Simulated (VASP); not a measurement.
Here is a VASP 6.6.1 calculation.

File INCAR:

```
  PREC = Accurate
  ENCUT = 520
  EDIFF = 1E-6
  ISMEAR = 1
  SIGMA = 0.1
  LREAL = False
  LASPH = True
  NELM = 80
  ALGO = Normal
  ISIF = 2
  LWAVE = False
  LCHARG = False
  GGA = PS
  NBANDS = 22
```

Contents of KPOINTS:

```
Automatic mesh
0
Gamma
  7 7 2
```

The input POSCAR:

```
Na
1.0
    3.1361932775      0.0000002447      0.0000000000
   -1.5680968506      2.7160229272      0.0000000000
    0.0000000000      0.0000000000     10.3233787057
Na
4
Direct
    0.0000000000      0.0000000000      0.0000000000
    0.3333333333      0.6666666667      0.2500000000
    0.0000000000      0.0000000000      0.5000000000
    0.6666666667      0.3333333333      0.7500000000
```

Potentials or basis: VASP PAW PBE potentials, release 64 (Na_pv).

Run with:

```bash
$ cat potpaw_PBE.64/Na_pv/POTCAR > POTCAR
$ mpirun -np 1 vasp_std > vasp.out
```

(1) Estimate the band gap on the k mesh.

(2) Predict the pressure.

Results:

(1) zero (band 14 reaches 3.85 eV, above the bottom of band 15 at -0.79 eV).

(2) 10.1 GPa.

Caveat: the PAW data sets were made with another functional, which shifts forces and pressure a little.
